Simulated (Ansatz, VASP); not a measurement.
**Two plane-wave programs on GaN**

The input INCAR:

```
ALGO = Normal
EDIFF = 1E-6
EDIFFG = -0.01
ENCUT = 600
GGA = PS
IBRION = 2
ISIF = 3
ISMEAR = 0
LASPH = T
LCHARG = F
LREAL = F
LWAVE = F
NELM = 60
NSW = 80
PREC = Accurate
SIGMA = 0.05
```

The input KPOINTS:

```
k-points
0
Gamma
  12 12 8
```

File POSCAR:

```
GaN
1.0
    3.2053167707      0.0000000000      0.0000000000
   -1.6026583854      2.7758857506      0.0000000000
    0.0000000000      0.0000000000      5.2071283665
Ga N
2 2
Direct
    0.3333333333      0.6666666667      0.0000000000
    0.6666666667      0.3333333333      0.5000000000
    0.3333333333      0.6666666667      0.3750000000
    0.6666666667      0.3333333333      0.8750000000
```

Input for Ansatz:

```yaml
crystal:
  lattice:
    - [3.2053167707, 0.0, 0.0]
    - [-1.6026583854, 2.7758857506, 0.0]
    - [0.0, 0.0, 5.2071283665]
  atoms:
    - { symbol: Ga, position: [0.3333333333, 0.6666666667, 0.0] }
    - { symbol: Ga, position: [0.6666666667, 0.3333333333, 0.5] }
    - { symbol: "N", position: [0.3333333333, 0.6666666667, 0.375] }
    - { symbol: "N", position: [0.6666666667, 0.3333333333, 0.875] }
basis:
  ecutwfc: 420
  ecutrho_ratio: 4
kpoints:
  mp_grid: { grid: [12, 12, 8] }
hamiltonian:
  xc: pbesol
scf:
  occupations: { method: gaussian, width: 0.05 }
output:
  forces: true
  stress: true
  eigenvalues: true
relax:
  f_tol: 0.01
  max_steps: 60
  cell: { stress_tol: 0.04 }
```

Alike in both runs: task relaxation of cell and atoms; functional PBEsol; k mesh 12 × 12 × 8; occupations gaussian, width 0.05 eV; no spin polarisation.

```csv
,VASP,Ansatz
version,VASP 6.6.1,Ansatz 0.2.0
potentials or method,"VASP PAW PBE potentials, release 64 (Ga_d, N), cutoff 600 eV","scalar-relativistic, plane waves, PAW"
valence electrons in the cell,36,36
```

```tsv
	VASP	Ansatz	Ansatz less VASP
gap on the k mesh at the Fermi level, each at its own relaxed structure (eV)	1.90	1.88	-0.028
relaxed volume (Å³/atom)	11.35	11.37	+0.020
relaxed length of the cell vector where the two differ most in proportion (Å)	3.180	3.183	+0.0024
```

VASP's potentials were made for PBE, not for PBEsol.
